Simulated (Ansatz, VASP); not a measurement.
Ge in VASP and in Ansatz

INCAR

```
PREC = Accurate
ENCUT = 520
EDIFF = 1E-7
ISMEAR = 0
SIGMA = 0.15
LREAL = F
LASPH = T
NELM = 60
ALGO = Normal
ISIF = 2
LWAVE = F
LCHARG = F
NBANDS = 21
```

File KPOINTS:

```
Automatic mesh
0
Gamma
  14 14 14
```

The input POSCAR:

```
Ge
1.0
   -0.0375256690      2.8109115346      2.6984750732
    2.8109115346     -0.0375256690      2.6984750732
    2.7733858656      2.7733858656      0.0000000000
Ge
2
Direct
    0.5000000000      0.5000000000      0.5000000000
    0.7500000000      0.7500000000      0.7500000000
```

Input for Ansatz:

```yaml
crystal:
  lattice:
    - [-0.037525669, 2.8109115346, 2.6984750732]
    - [2.8109115346, -0.037525669, 2.6984750732]
    - [2.7733858656, 2.7733858656, 0.0]
  atoms:
    - { symbol: Ge, position: [0.5, 0.5, 0.5] }
    - { symbol: Ge, position: [0.75, 0.75, 0.75] }
basis:
  ecutwfc: 420
kpoints:
  mp_grid: { grid: [14, 14, 14] }
hamiltonian:
  xc: lda
scf:
  occupations: { method: gaussian, width: 0.15 }
output:
  forces: true
  stress: true
  eigenvalues: true
```

Change from the starting cell: engineering shear strain xy -0.0267, normal strain along z -0.0400.

Alike in both runs: task single point; functional LDA; k mesh 14 × 14 × 14; occupations gaussian, width 0.15 eV; no spin polarisation.

|  | VASP | Ansatz |
| --- | --- | --- |
| version | VASP 6.6.1 | Ansatz 0.2.0 |
| potentials or method | VASP PAW LDA potentials, release 64 (Ge_d), cutoff 520 eV | scalar-relativistic, plane waves, PAW |
| valence electrons in the cell | 28 | 28 |

|  | VASP | Ansatz | Ansatz less VASP |
| --- | --- | --- | --- |
| gap on the k mesh at the Fermi level (eV) | none | none | - |
| pressure (GPa) | 3.5 | 3.3 | -0.13 |
| traceless stress, the component that is largest in VASP (GPa) | 2.57 | 2.54 | -0.022 |
| rms of the force components (eV/Å) | 0.164 | 0.162 | -0.0019 |

LDA's correlation is that of Perdew and Zunger in VASP and of Perdew and Wang (1992) in Ansatz. Atom by atom the forces differ by 0.002 eV/Å (rms over components). A gap of «none» marks a metal or a gap that the smearing closes.
